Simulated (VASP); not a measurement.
A run of VASP 6.6.1 is set up as follows.

The input INCAR:

```
PREC = Accurate ; ENCUT = 520
EDIFF = 1E-6 ; ISMEAR = 0
SIGMA = 0.05 ; LREAL = False
LASPH = True ; NELM = 80
ALGO = Normal ; ISIF = 2
LWAVE = False ; LCHARG = False
GGA = PS ; NBANDS = 21
```

The input KPOINTS:

```
Automatic mesh
0
Gamma
  8 8 6
```

The input POSCAR:

```
AlInSb2
1.0
    4.4775490561      0.0000000000      0.0000000000
    0.0000000000      4.4775490561      0.0000000000
    0.0000000000      0.0000000000      6.3307047689
Al In Sb
1 1 2
Direct
    0.0000000000      0.0000000000      0.0000000000
    0.5000000000      0.5000000000      0.5000000000
    0.0000000000      0.5000000000      0.2334933427
    0.5000000000      0.0000000000      0.7665066573
```

Potentials or basis: VASP PAW PBE potentials, release 64 (Al, In_d, Sb).

Command:

```console
$ cat potpaw_PBE.64/Al/POTCAR potpaw_PBE.64/In_d/POTCAR potpaw_PBE.64/Sb/POTCAR > POTCAR
$ mpirun -np 1 vasp_std > vasp.out
```

Problem. What does it give for the largest force?

Solution. 0.023 eV/Å.

Problem. Estimate the pressure.

Solution. 0.1 GPa.

Forces in eV/Å, atoms in the order of the input:
```
Al   0.000  0.000  0.000
In   0.000  0.000  0.000
Sb   0.000  0.000  0.023
Sb   0.000  0.000 -0.023
```

Caveat: the PAW data sets were made with another functional, which shifts forces and pressure a little.
